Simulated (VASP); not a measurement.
Write the native input for VASP 6.6.1 that does the following.

| Property | Result |
| --- | --- |
| Task | single point |
| Functional | PBE |
| Potentials or basis | VASP PAW PBE potentials, release 64 (Rb_sv, Ga_d, Te) |
| Cutoff | 520 eV |
| k mesh | 4 × 4 × 4 |
| Occupations | gaussian, width 0.1 eV |
| Spin | no spin polarisation |
| Dipole correction | no |
| Further INCAR settings | ALGO = Fast; EDIFF = 1e-06; NBANDS = 39 |

The structure of RbGa3Te2 lies in POSCAR:

```
RbGa3Te2
1.0
    5.0726247322      0.0000000000      0.0000000000
    0.0000000000      5.0726247322      0.0000000000
    0.0000000000      0.0000000000      8.5511056550
Rb Ga Te
1 3 2
Direct
    0.0000000000      0.0000000000      0.5000000000
    0.0000000000      0.5000000000      0.0000000000
    0.5000000000      0.0000000000      0.0000000000
    0.5000000000      0.5000000000      0.0000000000
    0.5000000000      0.5000000000      0.6775634951
    0.5000000000      0.5000000000      0.3224365049
```

The cell was built from a structure type or drawn by symmetry, and may not be a known phase.

These files were run (other wordings do the same):

INCAR

```
SYSTEM = RbGa3Te2
ALGO = Fast
EDIFF = 1E-6
ENCUT = 520
GGA = PE
ISIF = 2
ISMEAR = 0
LASPH = .TRUE.
LCHARG = .TRUE.
LELF = .TRUE.
LREAL = .FALSE.
LVHAR = .TRUE.
LWAVE = .FALSE.
NBANDS = 39
NELM = 60
PREC = Accurate
SIGMA = 0.1
```

KPOINTS

```
k-points
0
G
  4 4 4
  0 0 0
```

Potentials or basis: VASP PAW PBE potentials, release 64 (Rb_sv, Ga_d, Te).

Run with:

```sh
$ cat potpaw_PBE.64/Rb_sv/POTCAR potpaw_PBE.64/Ga_d/POTCAR potpaw_PBE.64/Te/POTCAR > POTCAR
$ mpirun -np 1 vasp_std > vasp.out
```

Results of the run:

The pressure is 0.1 GPa, the largest force is 0.009 eV/Å and the band gap on the k mesh is zero (bands 30 and 31 overlap by 1.54 eV).

Caveat: spin-orbit coupling is left out, which moves the levels of the heavy elements.

Wall time 2.2 min on 1 thread of Intel(R) Xeon(R) 6975P-C (Granite Rapids), on a shared host, peak memory 0.4 GiB.
